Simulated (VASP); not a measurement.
# GaP (F-43m) in VASP: dielectric tensor with PBEsol

Aim: the dielectric tensor of GaP with PBEsol.

Everything below comes from runs of VASP 6.6.1. Logs are shortened: lines on timing, memory, paths and dates and some standing lists are left out, and cuts for length are marked.

### Step 1. The cell of the first run

It takes space group F-43m (No. 216, cubic). The conventional cell has a = 5.451 Å, b = 5.451 Å, c = 5.451 Å, α = 90.00°, β = 90.00°, γ = 90.00°. Within 3.1 Å of Ga (site symmetry -43m) lie 4 P at 2.36 Å. Within 3.1 Å of P (site symmetry -43m) lie 4 Ga at 2.36 Å.

### Step 2. Dielectric tensor, PBEsol

File INCAR:

```
SYSTEM = GaP
PREC = Accurate
ENCUT = 520
EDIFF = 1E-8
ISMEAR = 0
SIGMA = 0.01
LREAL = .False.
LASPH = .True.
NELM = 60
ALGO = Normal
ISIF = 2
LWAVE = .False.
LCHARG = .False.
GGA = PS
LEPSILON = .True.
```

File KPOINTS:

```
regular mesh
0
Gamma
  5 5 5
  0 0 0
```

File POSCAR:

```
GaP
1.0
    0.0000000000      2.7252500000      2.7252500000
    2.7252500000      0.0000000000      2.7252500000
    2.7252500000      2.7252500000      0.0000000000
Ga P
1 1
Direct
    0.0000000000      0.0000000000      0.0000000000
    0.2500000000      0.2500000000      0.2500000000
```

Potentials or basis: VASP PAW PBE potentials, release 64 (Ga_d, P).

Launch:

```sh
$ cat potpaw_PBE.64/Ga_d/POTCAR potpaw_PBE.64/P/POTCAR > POTCAR
$ mpirun -np 1 vasp_std > vasp.out
```

OUTCAR:

```text
SYSTEM = GaP
   PREC = Accurate
   ENCUT = 520
   EDIFF = 1E-8
   ISMEAR = 0
   LREAL = .False.
   LASPH = .True.
   NELM = 60
   ISIF = 2
   GGA = PS
   LEPSILON = .True.

 ion  position               nearest neighbor table
   1  0.000  0.000  0.000-   2 2.36   2 2.36   2 2.36   2 2.36
   2  0.250  0.250  0.250-   1 2.36   1 2.36   1 2.36   1 2.36

  LATTYP: Found a face centered cubic cell.
 ALAT       =     5.4505000000

  Lattice vectors:

 A1 = (   0.0000000000,   2.7252500000,   2.7252500000)
 A2 = (   2.7252500000,   0.0000000000,   2.7252500000)
 A3 = (   2.7252500000,   2.7252500000,   0.0000000000)

Analysis of symmetry for initial positions (statically):
=====================================================================
 Subroutine PRICEL returns:
 Original cell was already a primitive cell.

 Routine SETGRP: Setting up the symmetry group for a
 face centered cubic supercell.

 Subroutine GETGRP returns: Found 24 space group operations
 (whereof 24 operations were pure point group operations)
 out of a pool of 48 trial point group operations.

The static configuration has the point symmetry T_d .

Analysis of symmetry for dynamics (positions and initial velocities):
=====================================================================
 Subroutine PRICEL returns:
 Original cell was already a primitive cell.

 Routine SETGRP: Setting up the symmetry group for a
 face centered cubic supercell.

 Subroutine GETGRP returns: Found 24 space group operations
 (whereof 24 operations were pure point group operations)
 out of a pool of 48 trial point group operations.

The dynamic configuration has the point symmetry T_d .

 Subroutine INISYM returns: Found 24 space group operations
 (whereof 24 operations are pure point group operations),
 and found     1 'primitive' translations

----------------------------------------------------------------------------------------

                                     Primitive cell

  volume of cell :      40.4808

  direct lattice vectors                    reciprocal lattice vectors
     0.000000000  2.725250000  2.725250000    -0.183469406  0.183469406  0.183469406
     2.725250000  0.000000000  2.725250000     0.183469406 -0.183469406  0.183469406
     2.725250000  2.725250000  0.000000000     0.183469406  0.183469406 -0.183469406

  length of vectors
     3.854085511  3.854085511  3.854085511     0.317778334  0.317778334  0.317778334

  position of ions in fractional coordinates (direct lattice)
     0.000000000  0.000000000  0.000000000
     0.250000000  0.250000000  0.250000000

  ion indices of the primitive-cell ions
   primitive index   ion index
                 1           1
                 2           2

----------------------------------------------------------------------------------------

 KPOINTS: regular mesh

Automatic generation of k-mesh.
 Grid dimensions read from file:
 generate k-points for:    5    5    5

 Generating k-lattice:

  Cartesian coordinates                     Fractional coordinates (reciprocal lattice)
    -0.036693881  0.036693881  0.036693881     0.200000000  0.000000000  0.000000000
     0.036693881 -0.036693881  0.036693881     0.000000000  0.200000000  0.000000000
     0.036693881  0.036693881 -0.036693881     0.000000000  0.000000000  0.200000000

  Length of vectors
     0.063555667  0.063555667  0.063555667

  Shift w.r.t. Gamma in fractional coordinates (k-lattice)
     0.000000000  0.000000000  0.000000000

 Subroutine IBZKPT returns following result:
 ===========================================

 Found     10 irreducible k-points:

[... 60 lines left out ...]
   LRPA    =     F    only Hartree local field effects (RPA)
 non-spin polarized calculation
 Gauss-broadening in eV      SIGMA  =   0.01
  energy-cutoff  :      520.00
  volume of cell :       40.48
 maximum number of plane-waves:      1103
 NGX is ok and might be reduce to    30
   NGX = 15   NGY = 15   NGZ = 15

--------------------------------------- Ionic step        1  -------------------------------------------

 number of electron      17.9999989 magnetization

 E-fermi :   4.6716     XC(G=0): -10.0140

 val. band max:        4.5873897673   @ k =   0.0000   0.0000   0.0000
 cond. band min:       6.0573848720   @ k =   0.4000   0.4000   0.0000
 fundamental gap:      1.4699951047
 Fermi energy:         4.6715697615

 k-point     1 :       0.0000    0.0000    0.0000
  band No.  band energies     occupation
      1      -9.9730      2.00000
      2      -9.9730      2.00000
      3      -9.9730      2.00000
      4      -9.8729      2.00000
      5      -9.8729      2.00000
      6      -7.9405      2.00000
      7       4.5874      2.00000
      8       4.5874      2.00000
      9       4.5874      2.00000
     10       6.3330      0.00000
     11       8.4012      0.00000
     12       8.4012      0.00000
     13       8.4012      0.00000
[... 130 lines left out ...]
  band No.  band energies     occupation
      1     -10.0676      2.00000
      2      -9.9357      2.00000
      3      -9.9180      2.00000
      4      -9.8884      2.00000
      5      -9.8629      2.00000
      6      -5.2287      2.00000
      7      -1.6860      2.00000
      8       0.8874      2.00000
      9       1.8572      2.00000
     10       8.5504      0.00000
     11       9.0334      0.00000
     12       9.8600      0.00000
     13      13.0173      0.00000

  FORCE on cell =-STRESS in cart. coord.  units (eV):
  Direction    XX          YY          ZZ          XY          YZ          ZX
  --------------------------------------------------------------------------------------
  -------------------------------------------------------------------------------------
  Total       -0.1254104     -0.1254104     -0.1254104      0.0000000     -0.0000000     -0.0000000
  in kB       -4.9635790     -4.9635790     -4.9635790      0.0000000     -0.0000000     -0.0000000
  external PRESSURE =      -4.9635790 kB  Pullay stress =       0.0000000 kB

 VOLUME and BASIS-vectors are now :
 -----------------------------------------------------------------------------
  energy-cutoff  :      520.00
  volume of cell :       40.48
      direct lattice vectors                 reciprocal lattice vectors
     0.000000000  2.725250000  2.725250000    -0.183469406  0.183469406  0.183469406
     2.725250000  0.000000000  2.725250000     0.183469406 -0.183469406  0.183469406
     2.725250000  2.725250000  0.000000000     0.183469406  0.183469406 -0.183469406

 POSITION                                       TOTAL-FORCE (eV/Angst)
 -----------------------------------------------------------------------------------
      0.00000      0.00000      0.00000         0.000000      0.000000      0.000000
      1.36262      1.36262      1.36262        -0.000000     -0.000000     -0.000000
 -----------------------------------------------------------------------------------
    total drift:                                0.000000      0.000000      0.000000

  FREE ENERGIE OF THE ION-ELECTRON SYSTEM (eV)
  ---------------------------------------------------
  free  energy   TOTEN  =        -9.8741368614 eV

  energy  without entropy=       -9.8741368614  energy(sigma->0) =       -9.87413686

 HEAD OF MICROSCOPIC STATIC DIELECTRIC TENSOR (INDEPENDENT PARTICLE, excluding Hartree and local field effects)
 ------------------------------------------------------
          16.474292     0.000000     0.000000
          -0.000000    16.474292     0.000000
          -0.000000     0.000000    16.474292
 ------------------------------------------------------

 Free energy of the ion-electron system (eV)
  ---------------------------------------------------
  ---------------------------------------------------
  free energy    TOTEN  =        -1.76661887 eV

  energy without entropy =       -1.76661887

------------------------ aborting loop because EDIFF is reached ----------------------------------------

--------------------------------------- Ionic step        2  -------------------------------------------

------------------------ aborting loop because EDIFF is reached ----------------------------------------

--------------------------------------- Ionic step        3  -------------------------------------------

 Free energy of the ion-electron system (eV)
  ---------------------------------------------------
  ---------------------------------------------------
  free energy    TOTEN  =        -1.76661856 eV

  energy without entropy =       -1.76661856

------------------------ aborting loop because EDIFF is reached ----------------------------------------

 PIEZOELECTRIC TENSOR FIELD DIRECTION 3  (e Angst)
 -----------------------------------------------------------------------------
     0.00147 -2.34103  0.00000           (  0.00000 -0.03529  0.00000)
    -2.34103  0.00147  0.00000           ( -0.03529  0.00000  0.00000)
     0.00000  0.00000 -0.00383           (  0.00000  0.00000 -0.00000)

 PIEZOELECTRIC TENSOR FIELD DIRECTION 3  (C/m^2)
 -----------------------------------------------------------------------------
     0.00058 -0.92655  0.00000
    -0.92655  0.00058  0.00000
     0.00000  0.00000 -0.00152

 MACROSCOPIC STATIC DIELECTRIC TENSOR (including local field effects in DFT)
 ------------------------------------------------------
          15.841250     0.000000    -0.000000
           0.000000    15.841250     0.000000
          -0.000000    -0.000000    15.841250
 ------------------------------------------------------

 PIEZOELECTRIC TENSOR (including local field effects)  for field in x, y, z        (e  Angst)
          XX          YY          ZZ          XY          YZ          ZX
  --------------------------------------------------------------------------------
  x    -0.00000     0.00000     0.00000     0.00000    -2.35942    -0.00000
  y     0.00000     0.00000     0.00000    -0.00000     0.00000    -2.35942
  z     0.00000     0.00000     0.00000    -2.35942    -0.00000     0.00000

 PIEZOELECTRIC TENSOR (including local field effects)  for field in x, y, z        (C/m^2)
          XX          YY          ZZ          XY          YZ          ZX
  --------------------------------------------------------------------------------
  x    -0.00000     0.00000     0.00000     0.00000    -0.93383    -0.00000
  y     0.00000     0.00000     0.00000    -0.00000     0.00000    -0.93383
  z     0.00000     0.00000     0.00000    -0.93383    -0.00000     0.00000

 BORN EFFECTIVE CHARGES (including local field effects) (in |e|, cummulative output)
 ---------------------------------------------------------------------------------
 ion    1
    1     2.54950     0.00000     0.00000
    2     0.00000     2.54950     0.00000
    3     0.00000     0.00000     2.54950
 ion    2
    1    -2.54950     0.00000     0.00000
    2     0.00000    -2.54950     0.00000
    3     0.00000     0.00000    -2.54950
```

Run time: 4.6 min. Hardware: 1 thread of Intel Xeon 8259CL, shared host; peak memory 0.2 GiB.

What came out:

```yaml
Band_gap_on_the_k_mesh: 1.47 eV, indirect (least direct gap 1.75 eV)
Electronic_dielectric_tensor_diagonal: 15.84
Born_charges_mean_of_the_diagonal: Ga +2.55; P -2.55 e
```

Levels at points of the mesh, in eV from the valence-band top:
```
           k point  band 7  band 8  band 9  band 10  band 11  band 12
(0.00, 0.00, 0.00)    0.00    0.00    0.00     1.75     3.81     3.81
```

Electronic dielectric tensor:
```
15.84  0.00  0.00
 0.00 15.84  0.00
 0.00  0.00 15.84
```

Born effective charge tensors (e):
atom 1, Ga
```
2.55 0.00 0.00
0.00 2.55 0.00
0.00 0.00 2.55
```
atom 2, P
```
-2.55  0.00  0.00
 0.00 -2.55  0.00
 0.00  0.00 -2.55
```

Caveat: the PAW data sets were made with another functional, which shifts forces and pressure a little.
